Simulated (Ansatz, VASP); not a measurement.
In in VASP and in Ansatz

```
In
1.0
    -1.62547    1.62547    2.47370
     1.62547   -1.62547    2.47370
     1.62547    1.62547   -2.47370
In
1
Direct
  0.00000 0.00000 0.00000
```

Alike in both runs: task relaxation of cell and atoms; functional RPBE; k mesh 11 × 11 × 11; occupations fermi-dirac, width 0.05 eV; no spin polarisation.

|  | VASP | Ansatz |
| --- | --- | --- |
| version | VASP 6.6.1 | Ansatz 0.2.0 |
| potentials or method | VASP PAW PBE potentials, release 64 (In_d) | Ansatz PAW |
| plane-wave cutoff (eV) | 600 | 420 |
| valence electrons in the cell | 13 | 13 |

Ansatz gave:

* gap on the k mesh at the Fermi level, each at its own relaxed structure (eV): none
* relaxed volume (Å³/atom): 28.93
* relaxed cell length with the largest relative difference (Å): 3.512

Which values does VASP return?

gap on the k mesh at the Fermi level, each at its own relaxed structure (eV): none; relaxed volume (Å³/atom): 28.82; relaxed cell length with the largest relative difference (Å): 3.485.

VASP's potentials were made for PBE, not for RPBE. A gap of «none» marks a metal or a gap that the smearing closes.

Noted on Ansatz's run: the plane-wave basis is chosen anew once the cell has moved, so the energies of steps on either side of that aren't comparable.
